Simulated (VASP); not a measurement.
# Au (P6/mmm) in VASP: notebook

Runs on Au. Level: PBE. Tasks: single point, relaxation of cell and atoms.

All numbers are computed with VASP 6.6.1; they aren't measurements. Logs are shortened: lines on timing, memory, paths and dates and some standing lists are left out, and cuts for length are marked.

## Step 1: The cell of the first run

Symmetry: P6/mmm, No. 191, hexagonal system. The conventional cell has a = 2.628 Å, b = 2.628 Å, c = 2.566 Å, α = 90.00°, β = 90.00°, γ = 120.00°. Within 3.4 Å of Au (site symmetry 6/mmm) lie 8 Au at 2.57 to 2.63 Å.

This isn't the form of Au at room conditions, which is fcc.

## Step 2: Single point, PBE

INCAR

```
SYSTEM = Au
PREC = Accurate ; ENCUT = 520
EDIFF = 1E-6 ; ISMEAR = -1
SIGMA = 0.1 ; LREAL = .FALSE.
LASPH = .TRUE. ; NELM = 60
ALGO = Normal ; ISIF = 2
LWAVE = .FALSE. ; LCHARG = .FALSE.
GGA = PE ; NBANDS = 12
```

KPOINTS

```
Automatic mesh
0
G
  17 17 15
  0 0 0
```

POSCAR

```
Au
1.0
    2.6278020125      0.0000000000      0.0000000000
   -1.3139010063      2.2757432989      0.0000000000
    0.0000000000      0.0000000000      2.5655242777
Au
1
Direct
    0.0000000000      0.0000000000      0.0000000000
```

Potentials or basis: VASP PAW PBE potentials, release 64 (Au).

Launch:

```console
$ cat potpaw_PBE.64/Au/POTCAR > POTCAR
$ mpirun -np 1 vasp_std > vasp.out
```

OUTCAR:

```text
SYSTEM = Au
   PREC = Accurate
   ENCUT = 520
   EDIFF = 1E-6
   ISMEAR = -1
   LREAL = .FALSE.
   LASPH = .TRUE.
   NELM = 60
   ISIF = 2
   GGA = PE

 ion  position               nearest neighbor table
   1  0.000  0.000  0.000-

  LATTYP: Found a hexagonal cell.
 ALAT       =     2.6278020125
 C/A-ratio  =     0.9763004463

  Lattice vectors:

 A1 = (   2.6278020125,   0.0000000000,   0.0000000000)
 A2 = (  -1.3139010063,   2.2757432989,   0.0000000000)
 A3 = (   0.0000000000,   0.0000000000,   2.5655242777)

Analysis of symmetry for initial positions (statically):
=====================================================================
 Subroutine PRICEL returns:
 Original cell was already a primitive cell.

 Routine SETGRP: Setting up the symmetry group for a
 hexagonal supercell.

 Subroutine GETGRP returns: Found 24 space group operations
 (whereof 24 operations were pure point group operations)
 out of a pool of 24 trial point group operations.

The static configuration has the point symmetry D_6h.

Analysis of symmetry for dynamics (positions and initial velocities):
=====================================================================
 Subroutine PRICEL returns:
 Original cell was already a primitive cell.

 Routine SETGRP: Setting up the symmetry group for a
 hexagonal supercell.

 Subroutine GETGRP returns: Found 24 space group operations
 (whereof 24 operations were pure point group operations)
 out of a pool of 24 trial point group operations.

The dynamic configuration has the point symmetry D_6h.

 Subroutine INISYM returns: Found 24 space group operations
 (whereof 24 operations are pure point group operations),
 and found     1 'primitive' translations

----------------------------------------------------------------------------------------

                                     Primitive cell

  volume of cell :      15.3424

  direct lattice vectors                    reciprocal lattice vectors
     2.627802013  0.000000000  0.000000000     0.380546173  0.219708436  0.000000000
    -1.313901006  2.275743299  0.000000000     0.000000000  0.439416871  0.000000000
     0.000000000  0.000000000  2.565524278     0.000000000  0.000000000  0.389783877

  length of vectors
     2.627802013  2.627802012  2.565524278     0.439416871  0.439416871  0.389783877

  position of ions in fractional coordinates (direct lattice)
     0.000000000  0.000000000  0.000000000

  ion indices of the primitive-cell ions
   primitive index   ion index
                 1           1

----------------------------------------------------------------------------------------

 KPOINTS: Automatic mesh

Automatic generation of k-mesh.
 Grid dimensions read from file:
 generate k-points for:   17   17   15

 Generating k-lattice:

  Cartesian coordinates                     Fractional coordinates (reciprocal lattice)
     0.022385069  0.012924026  0.000000000     0.058823529 -0.000000000  0.000000000
     0.000000000  0.025848051  0.000000000     0.000000000  0.058823529  0.000000000
     0.000000000  0.000000000  0.025985592     0.000000000  0.000000000  0.066666667

  Length of vectors
     0.025848051  0.025848051  0.025985592

  Shift w.r.t. Gamma in fractional coordinates (k-lattice)
     0.000000000  0.000000000  0.000000000

 Subroutine IBZKPT returns following result:
 ===========================================

 Found    264 irreducible k-points:

 Following reciprocal coordinates:
            Coordinates               Weight
  0.000000  0.000000  0.000000      1.000000
  0.058824  0.000000  0.000000      6.000000
  0.117647  0.000000  0.000000      6.000000
  0.176471  0.000000  0.000000      6.000000
  0.235294  0.000000  0.000000      6.000000
  0.294118  0.000000  0.000000      6.000000
[... 16 lines left out ...]
  0.411765  0.117647  0.000000     12.000000
  0.176471  0.176471  0.000000      6.000000
 [... further k-points ...]
   k-points           NKPTS =    264   k-points in BZ     NKDIM =    264   number of bands    NBANDS=     12
   number of dos      NEDOS =    301   number of ions     NIONS =      1
   total plane-waves  NPLWV =   8000
   dimension x,y,z NGX =    20 NGY =   20 NGZ =   20
   dimension x,y,z NGXF=    40 NGYF=   40 NGZF=   40
   ions per type =               1
   NGX,Y,Z   is equivalent  to a cutoff of  12.65, 12.65, 12.96 a.u.
   NGXF,Y,Z  is equivalent  to a cutoff of  25.31, 25.31, 25.92 a.u.
 SYSTEM =  Au
   PREC   = accura    normal or accurate (medium, high low for compatibility)
   ISTART =      0    job   : 0-new  1-cont  2-samecut
   ICHARG =      2    charge: 1-file 2-atom 10-const
   ISPIN  =      1    spin polarized calculation?
   LNONCOLLINEAR =      F non collinear calculations
   LSORBIT =      F    spin-orbit coupling
   LASPH  =      T    aspherical Exc in radial PAW
   ENCUT  =  520.0 eV  38.22 Ry    6.18 a.u.   4.89  4.89  4.77*2*pi/ulx,y,z
   NELM   =     60;   NELMIN=  2; NELMDL= -5     # of ELM steps
   EDIFF  = 0.1E-05   stopping-criterion for ELM
   LREAL  =      F    real-space projection
[... 7 lines left out ...]
   TEBEG  =    0.0;   TEEND  =   0.0 temperature during run
   PSTRESS=    0.0 pullay stress
   NELECT =      11.0000    total number of electrons
   NUPDOWN=      -1.0000    fix difference up-down
   EMIN   =  10.00;   EMAX   =-10.00  energy-range for DOS
   EFERMI =   0.00;   METHOD = LEGACY
   ISMEAR =    -1;   SIGMA  =   0.10  broadening in eV -4-tet -1-fermi 0-gaus
   EFERMI_NEDOS =   21; number of points for ismear=-14 and -15
   IALGO  =     38    algorithm
   IMIX   =      4    mixing-type and parameters
     AMIX     =   0.40;   BMIX     =  1.00
     AMIX_MAG =   1.60;   BMIX_MAG =  1.00
  volume/ion in A,a.u.               =      15.34       103.54
  Fermi-wavevector in a.u.,A,eV,Ry     =   1.465239  2.768900 29.210680  2.146924
  Thomas-Fermi vector in A             =   2.581119
   LORBIT       =      0    0 simple, 1 ext, 2 COOP (PROOUT), +10 PAW based schemes
   GGA     = PE    functional components
   LHFCALC =     F    Hartree Fock is set to
   AEXX    =    0.0000 exact exchange contribution
   IVDW    =     0    specifies the selected vdW correction
   LEPSILON=     F    determine dielectric tensor
   LRPA    =     F    only Hartree local field effects (RPA)
 non-spin polarized calculation
  energy-cutoff  :      520.00
  volume of cell :       15.34
 maximum number of plane-waves:       427
 NGX is ok and might be reduce to    20
   NGX =  9   NGY =  9   NGZ =  9

 number of electron      11.0000002 magnetization

 Free energy of the ion-electron system (eV)
  ---------------------------------------------------
  ext. energy  EPLUGINS =         0.00000000
  ---------------------------------------------------
  free energy    TOTEN  =        -2.62465441 eV

  energy without entropy =       -2.61625054  energy(sigma->0) =       -2.62045248

 E-fermi :  11.2316     XC(G=0): -13.2786

 val. band max:       11.1780559454   @ k =   0.3529   0.1176   0.0667
 cond. band min:      11.2930391782   @ k =   0.4706   0.0588   0.0667
 fundamental gap:      0.1149832327
 Fermi energy:        11.2315949983

 k-point     1 :       0.0000    0.0000    0.0000
  band No.  band energies     occupation
      1       0.3109      2.00000
      2       3.2486      2.00000
      3       5.8560      2.00000
      4       5.8560      2.00000
      5       9.4952      2.00000
      6       9.4952      2.00000
      7      24.9715      0.00000
      8      26.2078      0.00000
      9      32.0981      0.00000
     10      32.0981      0.00000
     11      33.2708      0.00000
     12      39.0836      0.00000

 k-point     2 :       0.0588    0.0000    0.0000
  band No.  band energies     occupation
      1       0.4529      2.00000
      2       3.2950      2.00000
      3       5.7738      2.00000
      4       5.9624      2.00000
      5       9.3894      2.00000
      6       9.4765      2.00000
      7      25.2228      0.00000
      8      26.4099      0.00000
      9      30.8079      0.00000
     10      31.7091      0.00000
     11      33.9491      0.00000
     12      39.4217      0.00000

 k-point     3 :       0.1176    0.0000    0.0000
  band No.  band energies     occupation
      1       0.8615      2.00000
      2       3.4288      2.00000
      3       5.5654      2.00000
      4       6.2756      2.00000
      5       9.0994      2.00000
      6       9.4233      2.00000
      7      25.9416      0.00000
      8      26.7764      0.00000
      9      29.0342      0.00000
     10      30.7466      0.00000
     11      34.2117      0.00000
     12      40.1139      0.00000
[... 286 lines left out ...]
 k-point    23 :       0.4118    0.1176    0.0000
  band No.  band energies     occupation
      1       3.1412      2.00000
      2       4.2297      2.00000
      3       7.1650      2.00000
      4       7.9221      2.00000
      5       8.7413      2.00000
      6      12.0082      0.00085
      7      15.5271      0.00000
      8      22.3132      0.00000
      9      29.0313      0.00000
     10      33.1587      0.00000
     11      34.7354      0.00000
     12      37.0925      0.00000

 k-point    24 :       0.1765    0.1765    0.0000
  band No.  band energies     occupation
      1       3.1619      2.00000
      2       4.3994      2.00000
      3       4.6253      2.00000
      4       7.8605      2.00000
      5       8.9591      2.00000
      6       8.9711      2.00000
      7      21.9660      0.00000
      8      23.9135      0.00000
      9      30.3772      0.00000
     10      31.0906      0.00000
     11      33.7811      0.00000
     12      38.7405      0.00000

 [... further k-points ...]

------------------------ aborting loop because EDIFF is reached ----------------------------------------

  FORCE on cell =-STRESS in cart. coord.  units (eV):
  Direction    XX          YY          ZZ          XY          YZ          ZX
  --------------------------------------------------------------------------------------
  -------------------------------------------------------------------------------------
  Total        5.2157524      5.2157524      5.2125939     -0.0000000     -0.0000000      0.0000000
  in kB      544.6725689    544.6725688    544.3427341     -0.0000000     -0.0000000      0.0000000
  external PRESSURE =     544.5626239 kB  Pullay stress =       0.0000000 kB

 VOLUME and BASIS-vectors are now :
 -----------------------------------------------------------------------------
  energy-cutoff  :      520.00
  volume of cell :       15.34
      direct lattice vectors                 reciprocal lattice vectors
     2.627802013  0.000000000  0.000000000     0.380546173  0.219708436  0.000000000
    -1.313901006  2.275743299  0.000000000     0.000000000  0.439416871  0.000000000
     0.000000000  0.000000000  2.565524278     0.000000000  0.000000000  0.389783877

 POSITION                                       TOTAL-FORCE (eV/Angst)
 -----------------------------------------------------------------------------------
      0.00000      0.00000      0.00000        -0.000000      0.000000      0.000000
 -----------------------------------------------------------------------------------
    total drift:                               -0.000000      0.000000     -0.000000

  FREE ENERGIE OF THE ION-ELECTRON SYSTEM (eV)
  ---------------------------------------------------
  free  energy   TOTEN  =        -2.6246544109 eV

  energy  without entropy=       -2.6162505410  energy(sigma->0) =       -2.62045248
```

It took 19 s on 1 thread of AMD EPYC 9R45 (Zen 5), shared host; peak memory 0.13 GiB.

What came out:

| Property | Result |
| --- | --- |
| Free energy | -2.6247 eV |
| Pressure | 54.5 GPa |
| Band gap on the k mesh | zero (an odd number of electrons rules out a gap without spin polarisation) |

Caveat: the cell stands under pressure; spin-orbit coupling is left out, which moves the levels of the heavy elements.

## Step 3: Single point, PBE

INCAR

```
SYSTEM = Au
PREC = Accurate
ENCUT = 520
EDIFF = 1E-6
ISMEAR = -1
SIGMA = 0.1
LREAL = .FALSE.
LASPH = .TRUE.
NELM = 100
ALGO = Normal
ISIF = 2
LWAVE = .FALSE.
LCHARG = .FALSE.
GGA = PE
NBANDS = 12
```

KPOINTS is that of step 2.

POSCAR

```
Au
1.0
    2.6276390083      0.0000000000      0.0000000000
   -1.3138195041      2.2756021331      0.0000000000
    0.0000000000      0.0000000000      2.5655923636
Au
1
Direct
    0.0000000000      0.0000000000      0.0000000000
```

Potentials or basis: VASP PAW PBE potentials, release 64 (Au).

Launch:

```console
$ cat potpaw_PBE.64/Au/POTCAR > POTCAR
$ mpirun -np 1 vasp_std > vasp.out
```

Run time: 18 s. Hardware: 1 thread of AMD EPYC 9R45 (Zen 5), shared host; peak memory 0.13 GiB.

Results (log left out):

- Free energy: -2.6241 eV
- Pressure: 54.5 GPa
- Band gap on the k mesh: zero (an odd number of electrons rules out a gap without spin polarisation)

Stress tensor (GPa, compression positive):
```
54.53  0.00  0.00
 0.00 54.53  0.00
 0.00  0.00 54.43
```

Levels at points of the mesh, in eV from the Fermi level:
```csv
k point,band 3,band 4,band 5,band 6,band 7,band 8,band 9,band 10
"(0.00, 0.00, 0.00)",-5.38,-5.38,-1.74,-1.74,13.74,14.98,20.87,20.87
```

Caveat: the cell stands under pressure; spin-orbit coupling is left out, which moves the levels of the heavy elements.

(Part 1 of 2 ends here.)
